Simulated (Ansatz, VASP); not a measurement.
## Ga in VASP and in Ansatz

Contents of INCAR:

```
PREC = Accurate ; ENCUT = 520
EDIFF = 1E-7 ; ISMEAR = -1
SIGMA = 0.05 ; LREAL = F
LASPH = T ; NELM = 80
ALGO = Normal ; ISIF = 2
LWAVE = F ; LCHARG = F
GGA = PS ; NBANDS = 20
```

KPOINTS

```
regular mesh
0
Gamma
  14 14 11
```

File POSCAR:

```
Ga
1.0
    1.3830000000     -4.0265000000      0.0000000000
    1.3830000000      4.0265000000      0.0000000000
   -0.1174500000      0.0000000000      3.3299300000
Ga
2
Direct
    0.8690000000      0.1310000000      0.2500000000
    0.1310000000      0.8690000000      0.7500000000
```

Input for Ansatz:

```yaml
crystal:
  lattice:
    - [1.383, -4.0265, 0.0]
    - [1.383, 4.0265, 0.0]
    - [-0.11745, 0.0, 3.32993]
  atoms:
    - { symbol: Ga, position: [0.869, 0.131, 0.25] }
    - { symbol: Ga, position: [0.131, 0.869, 0.75] }
kpoints:
  mp_grid: { grid: [14, 14, 11] }
  band_path:
    path:
      - [0.0, 0.0, 0.0]
      - [-0.5, 0.5, 0.0]
      - [-0.5, 0.5, 0.5]
      - [0.0, 0.0, 0.5]
      - [0.0, 0.0, 0.0]
      - [-0.5, 0.0, 0.5]
      - [0.0, 0.0, 0.0]
      - [-0.5, 0.0, 0.0]
    npoints: 5
scf:
  occupations: { method: fermi_dirac, width: 0.05 }
hamiltonian:
  xc: pbesol
  pseudopotentials: { kind: all_electron, lapw: { basis_error: 0.0005 } }
output:
  forces: true
  stress: true
  eigenvalues: true
```

Alike in both runs: task single point; functional PBEsol; k mesh 14 × 14 × 11; occupations fermi-dirac, width 0.05 eV; no spin polarisation.

|  | VASP | Ansatz |
| --- | --- | --- |
| version | VASP 6.6.1 | Ansatz 0.2.0 |
| potentials or method | VASP PAW PBE potentials, release 64 (Ga_d), cutoff 520 eV | all-electron LAPW, scalar-relativistic |

VASP gave:

| Property | Result |
| --- | --- |
| pressure (GPa) | -1.8 |
| traceless stress, the component that is largest in VASP (GPa) | 0.11 |
| rms of the force components (eV/Å) | 0.105 |

Q: What did Ansatz give for the same quantities?

A: Pressure (GPa): -1.8; traceless stress, the component that is largest in VASP (GPa): 0.10; rms of the force components (eV/Å): 0.105.

VASP's potentials were made for PBE, not for PBEsol. Atom by atom the forces differ by 0.000 eV/Å (rms over components). Ansatz ran all-electron here, and VASP with PAW potentials.
